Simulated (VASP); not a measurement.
# Si (a cell with a defect) in VASP: single point with PBE+D3(BJ)

Aim: the single point of Si (a cell with a defect) with PBE+D3(BJ).

Everything below comes from runs of VASP 6.6.1. Logs are shortened: lines on timing, memory, paths and dates and some standing lists are left out, and cuts for length are marked.

## Step 1: The cell of the first run

The cell holds a defect, 63 atoms: a = 10.860 Å, b = 10.860 Å, c = 10.860 Å, α = 90.00°, β = 90.00°, γ = 90.00°.

## Step 2: Single point, PBE+D3(BJ), collinear spin

INCAR reads:

```
  PREC = Accurate
  ENCUT = 400
  EDIFF = 1E-6
  ISMEAR = 0
  SIGMA = 0.05
  LREAL = Auto
  LASPH = T
  NELM = 200
  ALGO = Normal
  ISIF = 2
  LWAVE = F
  LCHARG = F
  ISPIN = 2
  MAGMOM = 0 0 0 0 0.16 0 0.16 0 0 0 0 0 0.16 0 0 0 0 0 0 0 0 0 0 0 0 0 0 0 0 0 0 0 0 0 0 0 0 0 0 0 0 0 0 0 0 0 0 0 0 0.16 0 0 0 0 0 0 0 0 0 0 0 0 0
  LORBIT = 11
  GGA = PE
  IVDW = 12
  NBANDS = 167
  NELECT = 253.0
  GGA_COMPAT = F
```

KPOINTS reads:

```
regular mesh
0
Gamma
  1 1 1
```

POSCAR reads:

```
Si
1.0
   10.8600000000      0.0000000000      0.0000000000
    0.0000000000     10.8600000000      0.0000000000
    0.0000000000      0.0000000000     10.8600000000
Si
63
Direct
    0.5007019337     -0.0002558932     -0.0002162983
    0.6283212707      0.1217723757      0.1252108656
    0.7501983425      0.2495963168      0.0000652855
    0.8750163904      0.3752172192      0.1246235727
    0.7585093002     -0.0084259669      0.2416488950
    0.8740721915      0.1224000921      0.3717613260
   -0.0075300184     -0.0072757827      0.0069848987
    0.1221502762      0.1222486188      0.1241291897
    0.2489836096      0.2492267956      0.0001958564
    0.3752593923      0.3749669429      0.1246337017
    0.5010182320      0.5011800184     -0.0000116943
    0.6280702578      0.6281494475      0.1238968692
    0.7586476059      0.7590817680      0.0086724678
    0.2493222836     -0.0002820442      0.2493813076
    0.3748861878      0.1248731123      0.3743244015
    0.5011857274      0.2486908840      0.2490527624
    0.6251721915      0.3748979742      0.3741579190
    0.7501381215      0.5007094843      0.2492824125
    0.8753560773      0.6281822284      0.3715562615
    0.5007569982     -0.0002801105      0.4985817680
    0.6252562615      0.1246627993      0.6244598527
    0.7502539595      0.2493681400      0.4988098527
    0.8750073665      0.3752792818      0.6247407919
    0.7500946593     -0.0003954880      0.7502341621
    0.8752323204      0.1223828729      0.8773825046
   -0.0004325967      0.5008478821     -0.0002420810
    0.1223689687      0.6277458564      0.1250701657
    0.2494614180      0.7505093002      0.0000581952
    0.3751020258      0.8752098527      0.1246912523
   -0.0004856354      0.2494765193      0.2493525783
    0.1244868324      0.3753000921      0.3742303867
    0.2492003683      0.5008737569      0.2491643646
    0.3745748619      0.6255505525      0.3742586556
    0.5005995396      0.7502634438      0.2493347145
    0.6277435543      0.8757205341      0.3717605893
   -0.0004112339     -0.0001347145      0.4987501842
    0.1247379374      0.1245106814      0.6246849908
    0.2498831492      0.2503268877      0.4997657459
    0.3750184162      0.3752071823      0.6246795580
    0.4998694291      0.5001767035      0.4994707182
    0.6254828729      0.6252798343      0.6246377532
    0.7502253223      0.7505291897      0.4990317680
    0.8750422652      0.8752227440      0.6245727440
    0.2490755985     -0.0004659300      0.7506476980
    0.3746554328      0.1247539595      0.8750791897
    0.4998577348      0.2499763352      0.7496174954
    0.6251931860      0.3751574586      0.8749572744
    0.7504264273      0.5011994475      0.7508865562
    0.8740422652      0.6284900552      0.8779258748
   -0.0081429098      0.7579498158      0.2410033149
    0.1217614180      0.8744363720      0.3713602210
   -0.0006501842      0.5012664825      0.4985022099
    0.1244712707      0.6253785451      0.6244560773
    0.2486575506      0.7506373849      0.4985711786
    0.3748905157      0.8750037753      0.6245465930
   -0.0004645488      0.2488956722      0.7504377532
    0.1244290055      0.3747824125      0.8749516575
    0.2498337937      0.5000157459      0.7496635359
    0.3749717311      0.6254921731      0.8749844383
    0.5009847145      0.7502486188      0.7503919890
    0.6278694291      0.8742227440      0.8775328729
   -0.0005353591      0.7502898711      0.7502744936
    0.1221392265      0.8755476059      0.8773900552
```

Potentials or basis: VASP PAW PBE potentials, release 64 (Si).

The run is started by

```sh
cat potpaw_PBE.64/Si/POTCAR > POTCAR
mpirun -np 1 vasp_gam > vasp.out
```

OUTCAR:

```text
PREC = Accurate
   ENCUT = 400
   EDIFF = 1E-6
   ISMEAR = 0
   LREAL = Auto
   LASPH = T
   NELM = 200
   ISIF = 2
   ISPIN = 2
   LORBIT = 11
   GGA = PE
   IVDW = 12
   NELECT = 253.0
 IVDW          = 12

 ion  position               nearest neighbor table
   1  0.501  1.000  1.000-  61 2.35  29 2.35   2 2.35  45 2.36
   2  0.628  0.122  0.125-   3 2.35   1 2.35   5 2.37  16 2.37
   3  0.750  0.250  0.000-   2 2.35  25 2.35   4 2.35  47 2.36
   4  0.875  0.375  0.125-  30 2.35   3 2.35  18 2.35  26 2.35
   5  0.759  0.992  0.242-   6 2.36  35 2.37   2 2.37
   6  0.874  0.122  0.372-  30 2.35  36 2.35   5 2.36  22 2.37
   7  0.992  0.993  0.007-   8 2.36  63 2.36  25 2.36
   8  0.122  0.122  0.124-  14 2.35  30 2.35   7 2.36   9 2.37
   9  0.249  0.249  0.000-  45 2.35  57 2.35  10 2.36   8 2.37
  10  0.375  0.375  0.125-   9 2.36  32 2.36  11 2.36  16 2.36
  11  0.501  0.501  1.000-  47 2.35  59 2.35  10 2.36  12 2.37
  12  0.628  0.628  0.124-  18 2.35  34 2.35  13 2.37  11 2.37
  13  0.759  0.759  0.009-  49 2.37  12 2.37  61 2.37
  14  0.249  1.000  0.249-  51 2.35  29 2.35   8 2.35  15 2.36
  15  0.375  0.125  0.374-  20 2.35  16 2.35  14 2.36  38 2.36
  16  0.501  0.249  0.249-  17 2.35  15 2.35  10 2.36   2 2.37
  17  0.625  0.375  0.374-  22 2.35  16 2.35  18 2.36  40 2.36
[... 32 lines left out ...]
  50  0.992  0.758  0.241-  27 2.37  51 2.37  19 2.37
  51  0.122  0.874  0.371-  14 2.35  36 2.35  50 2.37  54 2.37
  52  0.999  0.501  0.499-  53 2.35  31 2.35  23 2.36  19 2.37
  53  0.124  0.625  0.624-  52 2.35  54 2.35  62 2.36  58 2.36
  54  0.249  0.751  0.499-  33 2.35  53 2.35  55 2.36  51 2.37
  55  0.375  0.875  0.625-  44 2.36  20 2.36  54 2.36  60 2.36
  56  1.000  0.249  0.750-  57 2.35  37 2.35  23 2.36  25 2.37
  57  0.124  0.375  0.875-  56 2.35   9 2.35  26 2.36  58 2.36
  58  0.250  0.500  0.750-  39 2.35  57 2.36  53 2.36  59 2.36
  59  0.375  0.625  0.875-  60 2.35  11 2.35  28 2.36  58 2.36
  60  0.501  0.750  0.750-  41 2.35  59 2.35  55 2.36  61 2.37
  61  0.628  0.874  0.878-  24 2.35   1 2.35  13 2.37  60 2.37
  62  0.999  0.750  0.750-  49 2.35  43 2.35  63 2.35  53 2.36
  63  0.122  0.876  0.877-  28 2.35  62 2.35   7 2.36  44 2.37

  LATTYP: Found a simple cubic cell.
 ALAT       =    10.8600000000

  Lattice vectors:

 A1 = (  10.8600000000,   0.0000000000,   0.0000000000)
 A2 = (   0.0000000000,  10.8600000000,   0.0000000000)
 A3 = (   0.0000000000,   0.0000000000,  10.8600000000)

Analysis of symmetry for initial positions (statically):
=====================================================================
 Subroutine PRICEL returns:
 Original cell was already a primitive cell.

 Routine SETGRP: Setting up the symmetry group for a
 simple cubic supercell.

 Subroutine GETGRP returns: Found  1 space group operations
 (whereof  1 operations were pure point group operations)
 out of a pool of 48 trial point group operations.

The static configuration has the point symmetry C_1 .

Analysis of symmetry for dynamics (positions and initial velocities):
=====================================================================
 Subroutine PRICEL returns:
 Original cell was already a primitive cell.

 Routine SETGRP: Setting up the symmetry group for a
 simple cubic supercell.

 Subroutine GETGRP returns: Found  1 space group operations
 (whereof  1 operations were pure point group operations)
 out of a pool of 48 trial point group operations.

The dynamic configuration has the point symmetry C_1 .

Analysis of structural, dynamic, and magnetic symmetry:
=====================================================================
 Subroutine PRICEL returns:
 Original cell was already a primitive cell.

 Routine SETGRP: Setting up the symmetry group for a
 simple cubic supercell.

 Subroutine GETGRP returns: Found  1 space group operations
 (whereof  1 operations were pure point group operations)
 out of a pool of 48 trial point group operations.

The overall configuration has the point symmetry C_1 .

 Subroutine INISYM returns: Found  1 space group operations
 (whereof  1 operations are pure point group operations),
 and found     1 'primitive' translations

[... 192 lines left out ...]
   EDIFF  = 0.1E-05   stopping-criterion for ELM
   LREAL  =      T    real-space projection
   EDIFFG = 0.1E-04   stopping-criterion for IOM
   NSW    =      0    number of steps for IOM
   IBRION =     -1    ionic relax: 0-MD 1-quasi-New 2-CG
   NFREE  =      0    steps in history (QN), initial steepest desc. (CG)
   ISIF   =      2    stress and relaxation
   ISYM   =      2    0-nonsym 1-usesym 2-fastsym
   POTIM  = 0.5000    time-step for ionic-motion
   TEBEG  =    0.0;   TEEND  =   0.0 temperature during run
   PSTRESS=    0.0 pullay stress
   NELECT =     253.0000    total number of electrons
   NUPDOWN=      -1.0000    fix difference up-down
   EMIN   =  10.00;   EMAX   =-10.00  energy-range for DOS
   EFERMI =   0.00;   METHOD = LEGACY
   ISMEAR =     0;   SIGMA  =   0.05  broadening in eV -4-tet -1-fermi 0-gaus
   EFERMI_NEDOS =   21; number of points for ismear=-14 and -15
   IALGO  =     38    algorithm
   IMIX   =      4    mixing-type and parameters
     AMIX     =   0.40;   BMIX     =  1.00
     AMIX_MAG =   1.60;   BMIX_MAG =  1.00
  volume/ion in A,a.u.               =      20.33       137.20
  Fermi-wavevector in a.u.,A,eV,Ry     =   0.953422  1.801706 12.367880  0.909014
  Thomas-Fermi vector in A             =   2.082076
   LORBIT       =     11    0 simple, 1 ext, 2 COOP (PROOUT), +10 PAW based schemes
   GGA     = PE    functional components
   LHFCALC =     F    Hartree Fock is set to
   AEXX    =    0.0000 exact exchange contribution
   IVDW    =    12    specifies the selected vdW correction
   LEPSILON=     F    determine dielectric tensor
   LRPA    =     F    only Hartree local field effects (RPA)
 spin polarized calculation
 Gauss-broadening in eV      SIGMA  =   0.05
  energy-cutoff  :      400.00
  volume of cell :     1280.82
 maximum number of plane-waves:     11564
 NGX is ok and might be reduce to    70
   NGX = 35   NGY = 35   NGZ = 35

 number of electron     252.9999967 magnetization       2.9995847

 Free energy of the ion-electron system (eV)
  ---------------------------------------------------
  ext. energy  EPLUGINS =         0.00000000
  ---------------------------------------------------
  free energy    TOTEN  =      -325.78976872 eV

  energy without entropy =     -325.78931443  energy(sigma->0) =     -325.78954157

 E-fermi :   6.3003     XC(G=0):  -9.3510

 val. band max:        6.1869793247   @ k =   0.0000   0.0000   0.0000
 cond. band min:       6.4116902625   @ k =   0.0000   0.0000   0.0000
 fundamental gap:      0.2247109378
 Fermi energy:         6.3003021028

 spin component 1

 k-point     1 :       0.0000    0.0000    0.0000
  band No.  band energies     occupation
      1      -6.2249      1.00000
      2      -5.1772      1.00000
      3      -5.1769      1.00000
      4      -5.1577      1.00000
      5      -5.1562      1.00000
      6      -5.1555      1.00000
[... 130 lines left out ...]
    137       6.9017      0.00000
    138       6.9118      0.00000
 Fermi energy:         6.3003021028

 spin component 2

 k-point     1 :       0.0000    0.0000    0.0000
  band No.  band energies     occupation
      1      -6.1928      1.00000
      2      -5.1452      1.00000
      3      -5.1449      1.00000
      4      -5.1275      1.00000
      5      -5.1262      1.00000
      6      -5.1256      1.00000
[... 130 lines left out ...]
    137       6.9473      0.00000
    138       6.9809      0.00000
 [bands above 138 left out]

------------------------ aborting loop because EDIFF is reached ----------------------------------------

 Edisp (eV)  -19.96579

 E6    (eV) :   -11.6888

 E8    (eV) :    -8.2770

  FORCE on cell =-STRESS in cart. coord.  units (eV):
  Direction    XX          YY          ZZ          XY          YZ          ZX
  --------------------------------------------------------------------------------------
  -------------------------------------------------------------------------------------
  Total       5.30633     5.32050     5.27709     0.05088    -0.02256    -0.12530
  in kB       6.63766     6.65539     6.60108     0.06365    -0.02822    -0.15673
  external pressure =        6.63 kB  Pullay stress =        0.00 kB

 VOLUME and BASIS-vectors are now :
 -----------------------------------------------------------------------------
  energy-cutoff  :      400.00
  volume of cell :     1280.82
      direct lattice vectors                 reciprocal lattice vectors
    10.860000000  0.000000000  0.000000000     0.092081031  0.000000000  0.000000000
     0.000000000 10.860000000  0.000000000     0.000000000  0.092081031  0.000000000
     0.000000000  0.000000000 10.860000000     0.000000000  0.000000000  0.092081031

 POSITION                                       TOTAL-FORCE (eV/Angst)
 -----------------------------------------------------------------------------------
      5.43762     10.85722     10.85765        -0.003331     -0.001154      0.006244
      6.82357      1.32245      1.35979        -0.013401      0.003971      0.003832
      8.14715      2.71062      0.00071         0.007750      0.000375     -0.000445
      9.50268      4.07486      1.35341        -0.002410      0.002342     -0.001440
      8.23741     10.76849      2.62431        -0.025188      0.012848      0.011999
      9.49242      1.32927      4.03733         0.005331      0.003659      0.013323
[... 55 lines left out ...]
     10.85419      8.14815      8.14798         0.002020      0.009012     -0.004286
      1.32643      9.50845      9.52846         0.004943      0.001667     -0.006382
 -----------------------------------------------------------------------------------
    total drift:                               -0.000129     -0.001788     -0.002915

  FREE ENERGIE OF THE ION-ELECTRON SYSTEM (eV)
  ---------------------------------------------------
  free  energy   TOTEN  =      -345.7555558845 eV

  energy  without entropy=     -345.7551015925  energy(sigma->0) =     -345.75532874

 total charge

# of ion       s       p       d       tot
------------------------------------------
    1        0.740   0.962   0.000   1.702
    2        0.740   0.950   0.000   1.690
    3        0.740   0.962   0.000   1.703
    4        0.738   0.963   0.000   1.701
    5        0.792   0.854   0.000   1.646
    6        0.740   0.950   0.000   1.690
[... 55 lines left out ...]
   62        0.740   0.962   0.000   1.702
   63        0.740   0.951   0.000   1.691
--------------------------------------------------
tot         46.875  59.811   0.000 106.685

 magnetization (x)

# of ion       s       p       d       tot
------------------------------------------
    1        0.001   0.001   0.000   0.002
    2        0.001   0.016   0.000   0.016
    3        0.001   0.001   0.000   0.002
    4       -0.001  -0.002   0.000  -0.003
    5        0.048   0.111   0.000   0.159
    6        0.001   0.016   0.000   0.017
[... 55 lines left out ...]
   62        0.001   0.001   0.000   0.002
   63        0.001   0.015   0.000   0.016
--------------------------------------------------
tot          0.241   0.899   0.000   1.140
```

Wall time 6.7 min (1 thread of Intel Xeon Platinum 8259CL at 2.50GHz (Skylake/Cascade Lake), shared host); peak memory 1 GiB.

What came out:

- Free energy: -345.7556 eV
- Largest force: 0.043 eV/Å
- Net moment: 3.00 μB per cell
- Site moments: Si +0.00, +0.02, -0.00, +0.16, +0.01 μB
- Valence electrons inside the program's atomic spheres: Si 1.70, 1.69, 1.65
- Dispersion energy per atom: -0.317 eV

Forces on the atoms (eV/Å):
```
Si  -0.003 -0.001  0.006
Si  -0.013  0.004  0.004
Si   0.008  0.000  0.000
Si  -0.002  0.002 -0.001
Si  -0.025  0.013  0.012
Si   0.005  0.004  0.013
Si   0.001  0.005 -0.010
Si   0.010  0.013 -0.001
Si   0.002  0.007  0.020
Si   0.005  0.002 -0.001
Si  -0.009 -0.004  0.021
Si  -0.010 -0.007  0.002
Si  -0.032 -0.011 -0.027
Si   0.001  0.002 -0.007
Si   0.011  0.001 -0.003
Si  -0.011  0.007 -0.018
Si   0.000 -0.007 -0.001
Si   0.006 -0.003 -0.003
Si   0.007 -0.005  0.005
Si  -0.005 -0.019  0.004
Si   0.001 -0.001 -0.007
Si   0.021  0.006  0.008
Si   0.001 -0.001  0.000
Si   0.007  0.002 -0.001
Si   0.008  0.006 -0.011
Si   0.001 -0.006  0.005
Si  -0.001 -0.005  0.006
Si  -0.002  0.005 -0.002
Si   0.002 -0.004 -0.001
Si   0.001 -0.001 -0.006
Si   0.000  0.006  0.002
Si  -0.003 -0.009 -0.019
Si   0.000  0.003  0.004
Si  -0.003  0.009 -0.006
Si  -0.002  0.001  0.001
Si  -0.003  0.000  0.005
Si  -0.004  0.003  0.005
Si   0.002 -0.002 -0.002
Si  -0.001  0.000 -0.001
Si  -0.002 -0.007  0.004
Si  -0.001  0.000  0.008
Si   0.006  0.005  0.001
Si  -0.004 -0.005  0.000
Si   0.003 -0.024 -0.009
Si   0.001  0.001  0.002
Si  -0.002  0.003 -0.004
Si   0.003  0.010  0.002
Si   0.022 -0.011 -0.008
Si   0.003 -0.014 -0.008
Si   0.010 -0.019  0.018
Si   0.006 -0.006  0.013
Si  -0.020 -0.007  0.002
Si   0.002  0.003 -0.003
Si   0.005  0.021  0.008
Si   0.008  0.000  0.000
Si  -0.025  0.009 -0.006
Si   0.000 -0.002 -0.001
Si   0.004 -0.002  0.000
Si   0.011 -0.001 -0.003
Si  -0.009  0.025  0.001
Si  -0.001 -0.008  0.000
Si   0.002  0.009 -0.004
Si   0.005  0.002 -0.006
```

Caveat: the k points lie up to 0.58 Å⁻¹ apart; the cell carries a net charge on a neutralising background, which shifts energy and pressure; the cell is charged against a uniform background, so pressure and absolute levels hang on convention.
